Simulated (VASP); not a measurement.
Sb2TeCl6, 9 atoms in the cell. The typed cell holds 9 atoms: a = 7.058 Å, b = 7.058 Å, c = 7.058 Å, α = 60.00°, β = 60.00°, γ = 90.00°. 

| Item | Value |
| --- | --- |
| Program | VASP 6.6.1 |
| Task | single point |
| Functional | PBEsol |
| Potentials or basis | VASP PAW PBE potentials, release 64 (Te, Sb, Cl) |
| Cutoff | 520 eV |
| k mesh | 4 × 4 × 4 |
| Occupations | methfessel-paxton, width 0.1369 eV |
| Spin | no spin polarisation |
| Dipole correction | no |
| Further INCAR settings | ALGO = Normal; EDIFF = 1e-07; NBANDS = 39 |

Potentials or basis: VASP PAW PBE potentials, release 64 (Te, Sb, Cl).

Launch:

```sh
$ cat potpaw_PBE.64/Te/POTCAR potpaw_PBE.64/Sb/POTCAR potpaw_PBE.64/Cl/POTCAR > POTCAR
$ mpirun -np 1 vasp_std > vasp.out
```

Hardware: 1 thread of Intel(R) Xeon(R) Platinum 8375C CPU @ 2.90GHz (Ice Lake), on a shared host.

How long does it take, and how much memory?

Run time: 2.9 min on 1 thread of Intel(R) Xeon(R) Platinum 8375C CPU @ 2.90GHz (Ice Lake) (shared host), peak memory 0.45 GiB. Counts: scf iterations 16, k points 13.
